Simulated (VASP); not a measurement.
Set up this calculation in VASP 6.6.1, as the native input.

- Task: single point
- Functional: PBE
- Potentials or basis: VASP PAW PBE potentials, release 64 (Cu, Au)
- Cutoff: 520 eV
- k mesh: 2 × 1 × 4
- Occupations: gaussian, width 0.1 eV
- Spin: no spin polarisation
- Dipole correction: no
- Further INCAR settings: ALGO = Normal; EDIFF = 1e-07; NBANDS = 18; ISYM = 0

The structure of CuAu lies in POSCAR:

```
CuAu
1.0
    2.8000000000      0.0000000000      0.0000000000
    0.0000000000      2.8000000000      0.0000000000
    0.0000000000      0.0000000000      3.6700000000
Cu Au
1 1
Direct
    0.5000000000      0.5000000000      0.5000000000
    0.0000000000      0.0000000000      0.0000000000
```

These files were run (other wordings do the same):

INCAR

```
PREC     = Accurate       # precision mode
ENCUT    = 520            # plane-wave cutoff, eV
EDIFF    = 1E-7           # SCF threshold, eV
ISMEAR   = 0              # smearing method
SIGMA    = 0.1            # smearing width, eV
LREAL    = False          # projectors in reciprocal space
LASPH    = True           # aspherical terms in the spheres
NELM     = 60             # most SCF steps
ALGO     = Normal         # electronic algorithm
ISIF     = 2              # what is computed and relaxed
LWAVE    = False          # write WAVECAR
LCHARG   = False          # write CHGCAR
GGA      = PE             # functional
ISYM     = 0            
NBANDS   = 18             # bands
```

KPOINTS

```
Automatic mesh
0
Gamma
  2 1 4
```

Potentials or basis: VASP PAW PBE potentials, release 64 (Cu, Au).

Launch:

```bash
$ cat potpaw_PBE.64/Cu/POTCAR potpaw_PBE.64/Au/POTCAR > POTCAR
$ mpirun -np 1 vasp_std > vasp.out
```

Results of the run:

```
Pressure               : 1.8 GPa
Band gap on the k mesh : zero (band 11 reaches 7.78 eV, above the bottom of band 12 at 6.85 eV)
```

Caveat: the k points lie up to 2.24 Å⁻¹ apart; spin-orbit coupling is left out, which moves the levels of the heavy elements.

Wall time 7.4 s on 1 thread of Intel(R) Xeon(R) Platinum 8488C (Sapphire Rapids), with other jobs on the host, peak memory 0.14 GiB.
